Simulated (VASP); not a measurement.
# Zn4As3O (R-3m) in VASP: further runs

Runs on Zn4As3O. Level: PBE. Tasks: single point.

Everything below comes from runs of VASP 6.6.1. Logs are shortened: lines on timing, memory, paths and dates and some standing lists are left out, and cuts for length are marked.

### Step 1. The cell of the first run

The structure is trigonal, space group R-3m (No. 166). Conventional cell: a = 3.947 Å, b = 3.947 Å, c = 31.402 Å, α = 90.00°, β = 90.00°, γ = 120.00°. Within 3.4 Å of O (site symmetry -3m) lie 6 As at 2.61 Å and 6 Zn at 3.35 Å. Within 3.4 Å of Zn (site symmetry 3m) lie 4 As at 2.57 to 2.78 Å and 3 Zn at 2.71 Å and 3 O at 3.35 Å. Within 3.5 Å of Zn (site symmetry 3m) lie 4 As at 2.63 to 2.65 Å and 6 Zn at 2.71 to 3.47 Å. Within 3.5 Å of As (site symmetry 3m) lie 4 Zn at 2.57 to 2.65 Å and 3 O at 2.61 Å and 3 As at 3.42 Å. Within 3.5 Å of As (site symmetry -3m) lie 8 Zn at 2.63 to 2.78 Å.

### Step 2. Single point, PBE

INCAR reads:

```
SYSTEM = Zn4As3O
ALGO = Normal
EDIFF = 1E-6
ENCUT = 520
GGA = PE
ISIF = 2
ISMEAR = -1
LASPH = .TRUE.
LCHARG = .FALSE.
LREAL = .FALSE.
LWAVE = .FALSE.
NBANDS = 44
NELM = 100
PREC = Accurate
SIGMA = 0.1
```

KPOINTS reads:

```
k-points
0
G
  5 5 5
  0 0 0
```

POSCAR reads:

```
Zn4As3O
1.0
    1.9734583674      3.4181301590      0.0000000000
   -1.9734583674      3.4181301590      0.0000000000
    0.0000000000     -2.2787534393     10.4674225927
O Zn As
1 4 3
Direct
    0.5000000000      0.5000000000      0.5000000000
    0.0885046859      0.0885046859      0.2655140578
    0.9114953141      0.9114953141      0.7344859422
    0.2917655261      0.2917655261      0.8752965782
    0.7082344739      0.7082344739      0.1247034218
    0.2072287400      0.2072287400      0.6216862199
    0.7927712600      0.7927712600      0.3783137801
    0.0000000000      0.0000000000      0.0000000000
```

Potentials or basis: VASP PAW PBE potentials, release 64 (O, Zn, As).

Launch:

```
> cat potpaw_PBE.64/O/POTCAR potpaw_PBE.64/Zn/POTCAR potpaw_PBE.64/As/POTCAR > POTCAR
> mpirun -np 1 vasp_std > vasp.out
```

OUTCAR:

```text
SYSTEM = Zn4As3O
   EDIFF = 1E-6
   ENCUT = 520
   GGA = PE
   ISIF = 2
   ISMEAR = -1
   LASPH = .TRUE.
   LREAL = .FALSE.
   NELM = 100
   PREC = Accurate

 ion  position               nearest neighbor table
   1  0.500  0.500  0.500-
   2  0.089  0.089  0.266-   7 2.57   7 2.57   7 2.57   5 2.71   5 2.71   5 2.71   8 2.78
   3  0.911  0.911  0.734-   6 2.57   6 2.57   6 2.57   4 2.71   4 2.71   4 2.71   8 2.78
   4  0.292  0.292  0.875-   8 2.63   8 2.63   8 2.63   6 2.65   3 2.71   3 2.71   3 2.71
   5  0.708  0.708  0.125-   8 2.63   8 2.63   8 2.63   7 2.65   2 2.71   2 2.71   2 2.71
   6  0.207  0.207  0.622-   3 2.57   3 2.57   3 2.57   4 2.65
   7  0.793  0.793  0.378-   2 2.57   2 2.57   2 2.57   5 2.65
   8  0.000  0.000  0.000-   5 2.63   5 2.63   4 2.63   4 2.63   4 2.63   5 2.63   2 2.78   3 2.78

  LATTYP: Found a trigonal (rhomboedric) cell.
 ALAT       =    10.7125931955
 COS(alpha) =     0.9321270529

  Lattice vectors:

 A1 = (  -1.9734583674,   1.1393767197,  10.4674225927)
 A2 = (   0.0000000000,  -2.2787534393,  10.4674225927)
 A3 = (   1.9734583674,   1.1393767197,  10.4674225927)

Analysis of symmetry for initial positions (statically):
=====================================================================
 Subroutine PRICEL returns:
 Original cell was already a primitive cell.

 Routine SETGRP: Setting up the symmetry group for a
 trigonal (rhombohedral) supercell.

 Subroutine GETGRP returns: Found 12 space group operations
 (whereof 12 operations were pure point group operations)
 out of a pool of 12 trial point group operations.

The static configuration has the point symmetry D_3d.

Analysis of symmetry for dynamics (positions and initial velocities):
=====================================================================
 Subroutine PRICEL returns:
 Original cell was already a primitive cell.

 Routine SETGRP: Setting up the symmetry group for a
 trigonal (rhombohedral) supercell.

 Subroutine GETGRP returns: Found 12 space group operations
 (whereof 12 operations were pure point group operations)
 out of a pool of 12 trial point group operations.

The dynamic configuration has the point symmetry D_3d.

 Subroutine INISYM returns: Found 12 space group operations
 (whereof 12 operations are pure point group operations),
 and found     1 'primitive' translations

----------------------------------------------------------------------------------------

                                     Primitive cell

  volume of cell :     141.2168

  direct lattice vectors                    reciprocal lattice vectors
     1.973458367  3.418130159  0.000000000     0.253362325  0.146278806  0.031844834
    -1.973458367  3.418130159  0.000000000    -0.253362325  0.146278806  0.031844834
     0.000000000 -2.278753439 10.467422593     0.000000000  0.000000000  0.095534502

  length of vectors
     3.946916735  3.946916735 10.712593195     0.294285661  0.294285661  0.095534502

  position of ions in fractional coordinates (direct lattice)
     0.500000000  0.500000000  0.500000000
     0.088504686  0.088504686  0.265514058
     0.911495314  0.911495314  0.734485942
     0.291765526  0.291765526  0.875296578
     0.708234474  0.708234474  0.124703422
     0.207228740  0.207228740  0.621686220
     0.792771260  0.792771260  0.378313780
     0.000000000  0.000000000  0.000000000

  ion indices of the primitive-cell ions
   primitive index   ion index
                 1           1
                 2           2
                 3           3
                 4           4
                 5           5
                 6           6
                 7           7
                 8           8

----------------------------------------------------------------------------------------

 KPOINTS: k-points

Automatic generation of k-mesh.
 Grid dimensions read from file:
 generate k-points for:    5    5    5

 Generating k-lattice:

  Cartesian coordinates                     Fractional coordinates (reciprocal lattice)
     0.050672465  0.029255761  0.006368967     0.200000000 -0.000000000  0.000000000
    -0.050672465  0.029255761  0.006368967    -0.000000000  0.200000000  0.000000000
     0.000000000  0.000000000  0.019106900     0.000000000  0.000000000  0.200000000

  Length of vectors
     0.058857132  0.058857132  0.019106900

  Shift w.r.t. Gamma in fractional coordinates (k-lattice)
     0.000000000  0.000000000  0.000000000

 Subroutine IBZKPT returns following result:
 ===========================================

 Found     19 irreducible k-points:

 Following reciprocal coordinates:
            Coordinates               Weight
  0.000000  0.000000  0.000000      1.000000
  0.200000  0.000000  0.000000      6.000000
  0.400000  0.000000  0.000000      6.000000
  0.200000  0.200000  0.000000      6.000000
  0.400000  0.200000  0.000000     12.000000
 -0.400000  0.200000 -0.000000     12.000000
[... 11 lines left out ...]
  0.000000  0.000000  0.400000      2.000000
  0.200000  0.000000  0.400000      6.000000
   k-points           NKPTS =     19   k-points in BZ     NKDIM =     19   number of bands    NBANDS=     44
   number of dos      NEDOS =    301   number of ions     NIONS =      8
   total plane-waves  NPLWV =  72000
   dimension x,y,z NGX =    30 NGY =   30 NGZ =   80
   dimension x,y,z NGXF=    60 NGYF=   60 NGZF=  160
   ions per type =               1   4   3
   NGX,Y,Z   is equivalent  to a cutoff of  12.64, 12.64, 12.41 a.u.
   NGXF,Y,Z  is equivalent  to a cutoff of  25.27, 25.27, 24.83 a.u.
 SYSTEM =  Zn4As3O
   PREC   = accura    normal or accurate (medium, high low for compatibility)
   ISTART =      0    job   : 0-new  1-cont  2-samecut
   ICHARG =      2    charge: 1-file 2-atom 10-const
   ISPIN  =      1    spin polarized calculation?
   LNONCOLLINEAR =      F non collinear calculations
   LSORBIT =      F    spin-orbit coupling
   LASPH  =      T    aspherical Exc in radial PAW
   ENCUT  =  520.0 eV  38.22 Ry    6.18 a.u.   7.34  7.34 19.92*2*pi/ulx,y,z
   NELM   =    100;   NELMIN=  2; NELMDL= -5     # of ELM steps
   EDIFF  = 0.1E-05   stopping-criterion for ELM
   LREAL  =      F    real-space projection
   EDIFFG = 0.1E-04   stopping-criterion for IOM
   NSW    =      0    number of steps for IOM
   IBRION =     -1    ionic relax: 0-MD 1-quasi-New 2-CG
   NFREE  =      0    steps in history (QN), initial steepest desc. (CG)
   ISIF   =      2    stress and relaxation
   ISYM   =      2    0-nonsym 1-usesym 2-fastsym
   POTIM  = 0.5000    time-step for ionic-motion
   TEBEG  =    0.0;   TEEND  =   0.0 temperature during run
   PSTRESS=    0.0 pullay stress
   NELECT =      69.0000    total number of electrons
   NUPDOWN=      -1.0000    fix difference up-down
   EMIN   =  10.00;   EMAX   =-10.00  energy-range for DOS
   EFERMI =   0.00;   METHOD = LEGACY
   ISMEAR =    -1;   SIGMA  =   0.10  broadening in eV -4-tet -1-fermi 0-gaus
   EFERMI_NEDOS =   21; number of points for ismear=-14 and -15
   IALGO  =     38    algorithm
   IMIX   =      4    mixing-type and parameters
     AMIX     =   0.40;   BMIX     =  1.00
     AMIX_MAG =   1.60;   BMIX_MAG =  1.00
  volume/ion in A,a.u.               =      17.65       119.12
  Fermi-wavevector in a.u.,A,eV,Ry     =   1.289424  2.436658 22.621241  1.662614
  Thomas-Fermi vector in A             =   2.421318
   LORBIT       =      0    0 simple, 1 ext, 2 COOP (PROOUT), +10 PAW based schemes
   GGA     = PE    functional components
   LHFCALC =     F    Hartree Fock is set to
   AEXX    =    0.0000 exact exchange contribution
   IVDW    =     0    specifies the selected vdW correction
   LEPSILON=     F    determine dielectric tensor
   LRPA    =     F    only Hartree local field effects (RPA)
 non-spin polarized calculation
  energy-cutoff  :      520.00
  volume of cell :      141.22
 maximum number of plane-waves:      3843
 NGX is ok and might be reduce to    30
   NGX = 15   NGY = 15   NGZ = 39

 number of electron      69.0000017 magnetization

 Free energy of the ion-electron system (eV)
  ---------------------------------------------------
  ext. energy  EPLUGINS =         0.00000000
  ---------------------------------------------------
  free energy    TOTEN  =       -22.32843730 eV

  energy without entropy =      -22.18506589  energy(sigma->0) =      -22.25675159

 E-fermi :   3.2457     XC(G=0): -10.4597

 val. band max:        3.2207556383   @ k =   0.2000   0.2000   0.0000
 cond. band min:       3.2520838638   @ k =   0.4000   0.2000   0.0000
 fundamental gap:      0.0313282255
 Fermi energy:         3.2456586043

 k-point     1 :       0.0000    0.0000    0.0000
  band No.  band energies     occupation
      1     -13.8660      2.00000
      2      -9.0989      2.00000
      3      -8.0649      2.00000
      4      -7.7892      2.00000
      5      -4.5162      2.00000
      6      -4.3079      2.00000
[... 36 lines left out ...]
     43       8.2788      0.00000
     44       9.0263      0.00000

 k-point     2 :       0.2000    0.0000    0.0000
  band No.  band energies     occupation
      1     -13.7625      2.00000
      2      -8.7915      2.00000
      3      -7.8347      2.00000
      4      -7.7134      2.00000
      5      -4.4433      2.00000
      6      -4.3287      2.00000
[... 36 lines left out ...]
     43       8.2226      0.00000
     44       8.6854      0.00000

 k-point     3 :       0.4000    0.0000    0.0000
  band No.  band energies     occupation
      1     -13.5854      2.00000
      2      -8.1519      2.00000
      3      -7.7125      2.00000
      4      -7.3031      2.00000
      5      -4.4326      2.00000
      6      -4.2456      2.00000
[... 741 lines left out ...]
     43       7.7070      0.00000
     44       9.2197      0.00000

 k-point    19 :       0.2000    0.0000    0.4000
  band No.  band energies     occupation
      1     -13.7624      2.00000
      2      -8.7926      2.00000
      3      -7.9071      2.00000
      4      -7.6295      2.00000
      5      -4.4403      2.00000
      6      -4.3344      2.00000
[... 36 lines left out ...]
     43       8.4372      0.00000
     44       8.5346      0.00000

------------------------ aborting loop because EDIFF is reached ----------------------------------------

  FORCE on cell =-STRESS in cart. coord.  units (eV):
  Direction    XX          YY          ZZ          XY          YZ          ZX
  --------------------------------------------------------------------------------------
  -------------------------------------------------------------------------------------
  Total        0.1606125      0.1606125      0.1910819     -0.0000000      0.0000000     -0.0000000
  in kB        1.8222320      1.8222320      2.1679233     -0.0000000      0.0000000     -0.0000000
  external PRESSURE =       1.9374624 kB  Pullay stress =       0.0000000 kB

 VOLUME and BASIS-vectors are now :
 -----------------------------------------------------------------------------
  energy-cutoff  :      520.00
  volume of cell :      141.22
      direct lattice vectors                 reciprocal lattice vectors
     1.973458367  3.418130159  0.000000000     0.253362325  0.146278806  0.031844834
    -1.973458367  3.418130159  0.000000000    -0.253362325  0.146278806  0.031844834
     0.000000000 -2.278753439 10.467422593     0.000000000  0.000000000  0.095534502

 POSITION                                       TOTAL-FORCE (eV/Angst)
 -----------------------------------------------------------------------------------
      0.00000      2.27875      5.23371        -0.000000     -0.000000      0.000000
      0.00000     -0.00000      2.77925         0.000000      0.000000      0.002912
      0.00000      4.55751      7.68817        -0.000000     -0.000000     -0.002912
      0.00000      0.00000      9.16210        -0.000000      0.000000      0.003994
      0.00000      4.55751      1.30532        -0.000000     -0.000000     -0.003994
      0.00000      0.00000      6.50745        -0.000000     -0.000000     -0.031587
      0.00000      4.55751      3.95997        -0.000000      0.000000      0.031587
      0.00000      0.00000      0.00000        -0.000000     -0.000000      0.000000
 -----------------------------------------------------------------------------------
    total drift:                               -0.000000      0.000000      0.000000

  FREE ENERGIE OF THE ION-ELECTRON SYSTEM (eV)
  ---------------------------------------------------
  free  energy   TOTEN  =       -22.3284372956 eV

  energy  without entropy=      -22.1850658888  energy(sigma->0) =      -22.25675159
```

It took 2.9 min on 1 thread of Intel Xeon 8259CL, shared host; peak memory 0.32 GiB.

Results:

- Free energy: -22.3284 eV
- Pressure: 0.2 GPa
- Largest force: 0.032 eV/Å
- Band gap on the k mesh: zero (an odd number of electrons rules out a gap without spin polarisation)

Forces in eV/Å, atoms in the order of the input:
```
O    0.000  0.000  0.000
Zn   0.000  0.000  0.003
Zn   0.000  0.000 -0.003
Zn   0.000  0.000  0.004
Zn   0.000  0.000 -0.004
As   0.000  0.000 -0.032
As   0.000  0.000  0.032
As   0.000  0.000  0.000
```

Caveat: the k points lie up to 0.37 Å⁻¹ apart, too coarse for converged energies and pressures of a metal; an odd number of electrons without spin polarisation forces a metal; a magnetic or distorted state may lie lower.

(Part 1 of 2 ends here.)

The gap in the log of VASP goes by the Fermi energy; the results here count the filled bands.